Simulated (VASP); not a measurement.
Ti: relaxation of the atoms with PBEsol

Ti:

```
Ti
1.0
     4.56737    0.09135    0.00000
    -2.20458    3.90979    0.00000
     0.00000    0.00000    2.82624
Ti
3
Direct
  0.66667 0.33333 0.50000
  0.33333 0.66667 0.50000
  0.00000 0.00000 0.00000
```

```json
{"Program": "VASP 6.6.1", "Task": "relaxation of the atoms", "Functional": "PBEsol", "Potentials or basis": "VASP PAW PBE potentials, release 64 (Ti_sv)", "Cutoff": "520 eV", "k mesh": "6 × 6 × 8", "Occupations": "fermi-dirac, width 0.05 eV", "Spin": "no spin polarisation", "Dipole correction": "no", "Further INCAR settings": "ALGO = Fast; EDIFF = 1e-07; IBRION = 2; EDIFFG = -0.01; NSW = 60"}
```

```json
{
  "Energy gained by relaxing": "0.1 meV/atom",
  "Ionic steps": "3",
  "Pressure after relaxing": "-3.8 GPa",
  "Band gap on the k mesh": "zero (bands 18 and 19 overlap by 0.27 eV)"
}
```

Stress tensor (GPa, compression positive):
```
-3.68 -2.04  0.00
-2.04 -3.86  0.00
 0.00  0.00 -3.72
```

Step by step:
```tsv
step	energy change (eV)	largest force (eV/Å)	pressure (GPa)
1	0.0000	0.0237	-3.87
2	-0.0001	0.0154	-3.75
3	-0.0002	0.0016	-3.75
```

Final structure:
```xyz
3
Lattice="4.5674 0.0913 0.0000 -2.2046 3.9098 0.0000 0.0000 0.0000 2.8262" Properties=species:S:1:pos:R:3 pbc="T T T"
Ti    2.3076    1.3663    1.4131
Ti    0.0552    2.6349    1.4131
Ti    0.0000    0.0000    0.0000
```

Levels at points of the mesh, in eV from the Fermi level:
```csv
k point,band 16,band 17,band 18,band 19,band 20,band 21
"(0.00, 0.00, 0.00)",-0.80,-0.56,-0.41,-0.03,0.68,1.05
"(0.50, 0.00, 0.00)",-0.48,-0.45,-0.40,0.03,0.62,1.02
"(0.00, 0.50, 0.00)",-0.41,-0.40,-0.36,0.03,0.56,1.02
"(0.50, 0.50, 0.00)",-0.40,-0.33,-0.31,0.08,0.47,0.89
"(0.00, 0.00, 0.50)",-1.73,-1.68,-1.57,1.00,1.12,1.14
"(0.50, 0.00, 0.50)",-1.23,-0.73,-0.65,0.25,0.86,0.88
"(0.00, 0.50, 0.50)",-1.17,-0.67,-0.63,0.33,0.84,0.94
"(0.50, 0.50, 0.50)",-1.12,-0.64,-0.62,0.45,0.77,0.96
```

Wall time 13 min on 1 thread of Intel(R) Xeon(R) Platinum 8488C (Sapphire Rapids), on a shared host, peak memory 0.23 GiB.

Caveat: the PAW data sets were made with another functional, which shifts forces and pressure a little.
